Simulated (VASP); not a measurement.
# TiSi2 (P4mm) in VASP: single point with PBE

Aim: the single point of TiSi2 with PBE.

All numbers are computed with VASP 6.6.1; they aren't measurements. Logs are shortened: lines on timing, memory, paths and dates and some standing lists are left out, and cuts for length are marked.

**1. The cell of the first run**

The structure is tetragonal, space group P4mm (No. 99). Conventional cell: a = 3.203 Å, b = 3.203 Å, c = 5.175 Å, α = 90.00°, β = 90.00°, γ = 90.00°. Ti (site symmetry 4mm) has 6 Si at 2.56 to 2.64 Å and 4 Ti at 3.20 Å within 3.4 Å. Within 3.4 Å of Si (site symmetry 4mm) lie 2 Ti at 2.56 to 2.61 Å and 8 Si at 2.57 to 3.20 Å. Within 3.4 Å of Si (site symmetry 4mm) lie 8 Si at 2.57 to 3.20 Å and 4 Ti at 2.64 Å.

**2. Single point, PBE**

File POSCAR:

```
TiSi2
1.0
    3.2025350123      0.0000000000      0.0000000000
    0.0000000000      3.2025350123      0.0000000000
    0.0000000000      0.0000000000      5.1746802093
Ti Si
1 2
Direct
    0.5000000000      0.5000000000      0.2873728756
    0.5000000000      0.5000000000      0.7917788395
    0.0000000000      0.0000000000      0.0250582149
```

File INCAR.step1:

```
PREC     = Accurate       # precision mode
ENCUT    = 520            # plane-wave cutoff, eV
EDIFF    = 1E-6           # SCF threshold, eV
ISMEAR   = 0              # smearing method
SIGMA    = 0.1            # smearing width, eV
LREAL    = False          # projectors in reciprocal space
LASPH    = True           # aspherical terms in the spheres
NELM     = 100            # most SCF steps
ALGO     = Normal         # electronic algorithm
ISIF     = 2              # what is computed and relaxed
LWAVE    = False          # write WAVECAR
LCHARG   = True           # write CHGCAR
LMAXMIX  = 4              # l up to which the mixer works
GGA      = PE             # functional
NBANDS   = 17             # bands
```

File KPOINTS.step1:

```
Automatic mesh
0
Gamma
  14 14 10
```

File INCAR.step2:

```
PREC     = Accurate       # precision mode
ENCUT    = 520            # plane-wave cutoff, eV
EDIFF    = 1E-6           # SCF threshold, eV
ISMEAR   = -5             # smearing method
SIGMA    = 0.1            # smearing width, eV
LREAL    = False          # projectors in reciprocal space
LASPH    = True           # aspherical terms in the spheres
NELM     = 100            # most SCF steps
ALGO     = Normal         # electronic algorithm
ISIF     = 2              # what is computed and relaxed
LWAVE    = False          # write WAVECAR
LCHARG   = False          # write CHGCAR
LMAXMIX  = 4              # l up to which the mixer works
GGA      = PE             # functional
LORBIT   = 11             # projections on sites
NEDOS    = 1001           # points of the DOS
ICHARG   = 11             # starting density
```

File KPOINTS.step2:

```
Automatic mesh
0
Gamma
  21 21 15
```

Potentials or basis: VASP PAW PBE potentials, release 64 (Ti_sv, Si).

On the command line:

```sh
cat potpaw_PBE.64/Ti_sv/POTCAR potpaw_PBE.64/Si/POTCAR > POTCAR
cp INCAR.step1 INCAR
cp KPOINTS.step1 KPOINTS
mpirun -np 1 vasp_std > vasp.out
cp INCAR.step2 INCAR
cp KPOINTS.step2 KPOINTS
mpirun -np 1 vasp_std > vasp.out
```

OUTCAR:

```text
PREC = Accurate
   ENCUT = 520
   EDIFF = 1E-6
   ISMEAR = -5
   LREAL = False
   LASPH = True
   NELM = 100
   ISIF = 2
   GGA = PE
   LORBIT = 11
   ICHARG = 11

 ion  position               nearest neighbor table
   1  0.500  0.500  0.287-   2 2.56   2 2.61   3 2.64   3 2.64   3 2.64   3 2.64
   2  0.500  0.500  0.792-   1 2.56   3 2.57   3 2.57   3 2.57   3 2.57   1 2.61
   3  0.000  0.000  0.025-   2 2.57   2 2.57   2 2.57   2 2.57   1 2.64   1 2.64   1 2.64   1 2.64

  LATTYP: Found a simple tetragonal cell.
 ALAT       =     3.2025350123
 C/A-ratio  =     1.6158075367

  Lattice vectors:

 A1 = (   3.2025350123,   0.0000000000,   0.0000000000)
 A2 = (   0.0000000000,   3.2025350123,   0.0000000000)
 A3 = (   0.0000000000,   0.0000000000,   5.1746802093)

Analysis of symmetry for initial positions (statically):
=====================================================================
 Subroutine PRICEL returns:
 Original cell was already a primitive cell.

 Routine SETGRP: Setting up the symmetry group for a
 simple tetragonal supercell.

 Subroutine GETGRP returns: Found  8 space group operations
 (whereof  8 operations were pure point group operations)
 out of a pool of 16 trial point group operations.

The static configuration has the point symmetry C_4v.

Analysis of symmetry for dynamics (positions and initial velocities):
=====================================================================
 Subroutine PRICEL returns:
 Original cell was already a primitive cell.

 Routine SETGRP: Setting up the symmetry group for a
 simple tetragonal supercell.

 Subroutine GETGRP returns: Found  8 space group operations
 (whereof  8 operations were pure point group operations)
 out of a pool of 16 trial point group operations.

The dynamic configuration has the point symmetry C_4v.

 Subroutine INISYM returns: Found  8 space group operations
 (whereof  8 operations are pure point group operations),
 and found     1 'primitive' translations

----------------------------------------------------------------------------------------

                                     Primitive cell

  volume of cell :      53.0727

  direct lattice vectors                    reciprocal lattice vectors
     3.202535012  0.000000000  0.000000000     0.312252636  0.000000000  0.000000000
     0.000000000  3.202535012  0.000000000     0.000000000  0.312252636  0.000000000
     0.000000000  0.000000000  5.174680209     0.000000000  0.000000000  0.193248657

  length of vectors
     3.202535012  3.202535012  5.174680209     0.312252636  0.312252636  0.193248657

  position of ions in fractional coordinates (direct lattice)
     0.500000000  0.500000000  0.287372876
     0.500000000  0.500000000  0.791778839
     0.000000000  0.000000000  0.025058215

  ion indices of the primitive-cell ions
   primitive index   ion index
                 1           1
                 2           2
                 3           3

----------------------------------------------------------------------------------------

 KPOINTS: Automatic mesh

Automatic generation of k-mesh.
 Grid dimensions read from file:
 generate k-points for:   21   21   15

 Generating k-lattice:

  Cartesian coordinates                     Fractional coordinates (reciprocal lattice)
     0.014869173  0.000000000  0.000000000     0.047619048  0.000000000  0.000000000
     0.000000000  0.014869173  0.000000000     0.000000000  0.047619048  0.000000000
     0.000000000  0.000000000  0.012883244     0.000000000  0.000000000  0.066666667

  Length of vectors
     0.014869173  0.014869173  0.012883244

  Shift w.r.t. Gamma in fractional coordinates (k-lattice)
     0.000000000  0.000000000  0.000000000

 TETIRR: Found   9886 inequivalent tetrahedra from    39690

 Subroutine IBZKPT returns following result:
 ===========================================

 Found    528 irreducible k-points:

 Following reciprocal coordinates:
            Coordinates               Weight
  0.000000  0.000000  0.000000      1.000000
  0.047619  0.000000  0.000000      4.000000
  0.095238  0.000000  0.000000      4.000000
  0.142857  0.000000  0.000000      4.000000
  0.190476  0.000000  0.000000      4.000000
  0.238095  0.000000  0.000000      4.000000
[... 16 lines left out ...]
  0.142857  0.095238  0.000000      8.000000
  0.190476  0.095238  0.000000      8.000000
 [... further k-points ...]
   k-points           NKPTS =    528   k-points in BZ     NKDIM =    528   number of bands    NBANDS=     14
   number of dos      NEDOS =   1001   number of ions     NIONS =      3
   total plane-waves  NPLWV =  23040
   dimension x,y,z NGX =    24 NGY =   24 NGZ =   40
   dimension x,y,z NGXF=    48 NGYF=   48 NGZF=   80
   ions per type =               1   2
   NGX,Y,Z   is equivalent  to a cutoff of  12.46, 12.46, 12.85 a.u.
   NGXF,Y,Z  is equivalent  to a cutoff of  24.92, 24.92, 25.70 a.u.
 SYSTEM =  unknown system
   PREC   = accura    normal or accurate (medium, high low for compatibility)
   ISTART =      0    job   : 0-new  1-cont  2-samecut
   ICHARG =     11    charge: 1-file 2-atom 10-const
   ISPIN  =      1    spin polarized calculation?
   LNONCOLLINEAR =      F non collinear calculations
   LSORBIT =      F    spin-orbit coupling
   LASPH  =      T    aspherical Exc in radial PAW
   ENCUT  =  520.0 eV  38.22 Ry    6.18 a.u.   5.95  5.95  9.62*2*pi/ulx,y,z
   NELM   =    100;   NELMIN=  2; NELMDL=  0     # of ELM steps
   EDIFF  = 0.1E-05   stopping-criterion for ELM
   LREAL  =      F    real-space projection
   EDIFFG = 0.1E-04   stopping-criterion for IOM
   NSW    =      0    number of steps for IOM
   IBRION =     -1    ionic relax: 0-MD 1-quasi-New 2-CG
   NFREE  =      0    steps in history (QN), initial steepest desc. (CG)
   ISIF   =      2    stress and relaxation
   ISYM   =      2    0-nonsym 1-usesym 2-fastsym
   POTIM  = 0.5000    time-step for ionic-motion
   TEBEG  =    0.0;   TEEND  =   0.0 temperature during run
   PSTRESS=    0.0 pullay stress
   NELECT =      20.0000    total number of electrons
   NUPDOWN=      -1.0000    fix difference up-down
   EMIN   =  10.00;   EMAX   =-10.00  energy-range for DOS
   EFERMI =   0.00;   METHOD = LEGACY
   ISMEAR =    -5;   SIGMA  =   0.10  broadening in eV -4-tet -1-fermi 0-gaus
   EFERMI_NEDOS =   21; number of points for ismear=-14 and -15
   IALGO  =     38    algorithm
   IMIX   =      4    mixing-type and parameters
     AMIX     =   0.40;   BMIX     =  1.00
     AMIX_MAG =   1.60;   BMIX_MAG =  1.00
  volume/ion in A,a.u.               =      17.69       119.38
  Fermi-wavevector in a.u.,A,eV,Ry     =   1.182482  2.234566 19.024520  1.398263
  Thomas-Fermi vector in A             =   2.318735
   LORBIT       =     11    0 simple, 1 ext, 2 COOP (PROOUT), +10 PAW based schemes
   GGA     = PE    functional components
   LHFCALC =     F    Hartree Fock is set to
   AEXX    =    0.0000 exact exchange contribution
   IVDW    =     0    specifies the selected vdW correction
   LEPSILON=     F    determine dielectric tensor
   LRPA    =     F    only Hartree local field effects (RPA)
 non-spin polarized calculation
 Fermi weights with tetrahedron method with Bloechl corrections
  energy-cutoff  :      520.00
  volume of cell :       53.07
 maximum number of plane-waves:      1457
 NGX is ok and might be reduce to    24

 number of electron      20.0000001 magnetization

 Free energy of the ion-electron system (eV)
  ---------------------------------------------------
  ext. energy  EPLUGINS =         0.00000000
  ---------------------------------------------------
  free energy    TOTEN  =       -18.12927038 eV

  energy without entropy =      -18.12927038  energy(sigma->0) =      -18.12927038

 E-fermi :   7.4910     XC(G=0): -10.5001

 val. band max:        7.5499053466   @ k =   0.2381   0.2381   0.3333
 cond. band min:       7.4483842378   @ k =   0.3810   0.1905   0.0000
 fundamental gap:     -0.1015211087
 Fermi energy:         7.4910197372

 k-point     1 :       0.0000    0.0000    0.0000
  band No.  band energies     occupation
      1     -49.4125      2.00000
      2     -25.7337      2.00000
      3     -25.5998      2.00000
      4     -25.5998      2.00000
      5      -4.5785      2.00000
      6       1.7061      2.00000
      7       4.1228      2.00000
      8       6.6055      2.00000
      9       7.1702      2.00000
     10       7.1702      2.00000
     11       8.0726      0.00000
     12       9.4292      0.00000
     13       9.4559      0.00000
     14       9.4559      0.00000

 k-point     2 :       0.0476    0.0000    0.0000
  band No.  band energies     occupation
      1     -49.4122      2.00000
      2     -25.7333      2.00000
      3     -25.6032      2.00000
      4     -25.5996      2.00000
      5      -4.5470      2.00000
      6       1.7266      2.00000
      7       4.1524      2.00000
      8       6.4220      2.00000
      9       7.1311      2.00000
     10       7.1857      2.00000
     11       8.1033      0.00000
     12       9.3558      0.00000
     13       9.3773      0.00000
     14       9.5157      0.00000
[... 343 lines left out ...]
      1     -49.4090      2.00000
      2     -25.7290      2.00000
      3     -25.6269      2.00000
      4     -25.6102      2.00000
      5      -4.1697      2.00000
      6       1.9402      2.00000
      7       4.5012      2.00000
      8       5.2471      2.00000
      9       6.2709      2.00000
     10       7.5853     -0.09715
     11       8.1104      0.00000
     12       8.8874      0.00000
     13       8.9569      0.00000
     14       9.5935      0.00000

 k-point    24 :       0.1905    0.0952    0.0000
  band No.  band energies     occupation
      1     -49.4073      2.00000
      2     -25.7268      2.00000
      3     -25.6461      2.00000
      4     -25.6084      2.00000
      5      -3.9510      2.00000
      6       2.0066      2.00000
      7       4.5612      2.00000
      8       4.7001      2.00000
      9       6.3687      2.00000
     10       7.6333     -0.12018
     11       7.9663      0.00000
     12       8.7928      0.00000
     13       8.8446      0.00000
     14       9.6514      0.00000

 [... further k-points ...]

------------------------ aborting loop because EDIFF is reached ----------------------------------------

  FORCE on cell =-STRESS in cart. coord.  units (eV):
  Direction    XX          YY          ZZ          XY          YZ          ZX
  --------------------------------------------------------------------------------------
  -------------------------------------------------------------------------------------
  Total       -0.0247300     -0.0247300      0.1128395      0.0000000      0.0000000      0.0000000
  in kB       -0.7465575     -0.7465575      3.4064375      0.0000000      0.0000000      0.0000000
  external PRESSURE =       0.6377742 kB  Pullay stress =       0.0000000 kB

 VOLUME and BASIS-vectors are now :
 -----------------------------------------------------------------------------
  energy-cutoff  :      520.00
  volume of cell :       53.07
      direct lattice vectors                 reciprocal lattice vectors
     3.202535012  0.000000000  0.000000000     0.312252636  0.000000000  0.000000000
     0.000000000  3.202535012  0.000000000     0.000000000  0.312252636  0.000000000
     0.000000000  0.000000000  5.174680209     0.000000000  0.000000000  0.193248657

 POSITION                                       TOTAL-FORCE (eV/Angst)
 -----------------------------------------------------------------------------------
      1.60127      1.60127      1.48706        -0.000000     -0.000000     -0.014566
      1.60127      1.60127      4.09720         0.000000      0.000000      0.028076
      0.00000      0.00000      0.12967         0.000000      0.000000     -0.013510
 -----------------------------------------------------------------------------------
    total drift:                                0.000000     -0.000000      0.000768

  FREE ENERGIE OF THE ION-ELECTRON SYSTEM (eV)
  ---------------------------------------------------
  free  energy   TOTEN  =       -18.1292703768 eV

  energy  without entropy=      -18.1292703768  energy(sigma->0) =      -18.12927038

 total charge

# of ion       s       p       d       tot
------------------------------------------
    1        2.191   6.107   1.952  10.250
    2        0.825   0.792   0.000   1.617
    3        0.776   0.883   0.000   1.659
--------------------------------------------------
tot          3.793   7.782   1.952  13.526
```

Wall time 4.6 min (1 thread of Intel Xeon Platinum 8259CL at 2.50GHz (Skylake/Cascade Lake), shared host); peak memory 0.49 GiB.

Results:

```
Valence electrons inside the program's atomic spheres : Ti 10.25; Si 1.62, 1.66
```
